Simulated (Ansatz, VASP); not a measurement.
Given: the input of a run of Ansatz 0.2.0 on Sn3Se.

The input input.yaml:

```yaml
crystal:
  lattice:
    - [4.741879, 0.0, 0.0]
    - [0.0, 4.741879, 0.0]
    - [0.0, 0.0, 4.741879]
  atoms:
    - { symbol: Sn, position: [0.5, 0.5, 0.0] }
    - { symbol: Sn, position: [0.5, 0.0, 0.5] }
    - { symbol: Sn, position: [0.0, 0.5, 0.5] }
    - { symbol: Se, position: [0.0, 0.0, 0.0] }
kpoints:
  mp_grid: { grid: [6, 6, 6] }
scf:
  occupations: { method: fermi_dirac, width: 0.05 }
hamiltonian:
  xc: pbesol
  pseudopotentials: { kind: all_electron, lapw: { basis_error: 0.002 } }
output:
  forces: true
  stress: true
relax:
  f_tol: 0.02
  max_steps: 60
  cell: {}
```

Potentials or basis: all-electron LAPW, scalar-relativistic.

Run with:

```bash
$ ansatz run input.yaml --threads 2 --pin off --max-ram 8192MiB --backend cpu --events-out ev --progress --plain --runs-dir out
```

Problem. Set up the same calculation for VASP 6.6.1. Potentials there: VASP PAW PBE potentials, release 64 (Sn_d, Se).

Solution. As run (the cutoff follows the program's own potentials):

File INCAR:

```
PREC = Accurate
ENCUT = 600
EDIFF = 1E-6
ISMEAR = -1
SIGMA = 0.05
LREAL = F
LASPH = T
NELM = 60
ALGO = Normal
ISIF = 3
LWAVE = F
LCHARG = F
GGA = PS
IBRION = 2
NSW = 80
EDIFFG = -0.02
```

File KPOINTS:

```
regular mesh
0
Gamma
  6 6 6
```

The input POSCAR:

```
Sn3Se
1.0
    4.7418790000      0.0000000000      0.0000000000
    0.0000000000      4.7418790000      0.0000000000
    0.0000000000      0.0000000000      4.7418790000
Sn Se
3 1
Direct
    0.5000000000      0.5000000000      0.0000000000
    0.5000000000      0.0000000000      0.5000000000
    0.0000000000      0.5000000000      0.5000000000
    0.0000000000      0.0000000000      0.0000000000
```

Potentials or basis: VASP PAW PBE potentials, release 64 (Sn_d, Se).

Run with:

```console
$ cat potpaw_PBE.64/Sn_d/POTCAR potpaw_PBE.64/Se/POTCAR > POTCAR
$ mpirun -np 1 vasp_std > vasp.out
```

Both were run:

|  | VASP | Ansatz | Ansatz less VASP |
| --- | --- | --- | --- |
| relaxed volume (Å³/atom) | 25.26 | 25.26 | -0.007 |
| relaxed cell length with the largest relative difference (Å) | 4.658 | 4.657 | -0.0005 |

VASP's potentials were made for PBE, not for PBEsol. Ansatz ran all-electron here, and VASP with PAW potentials.
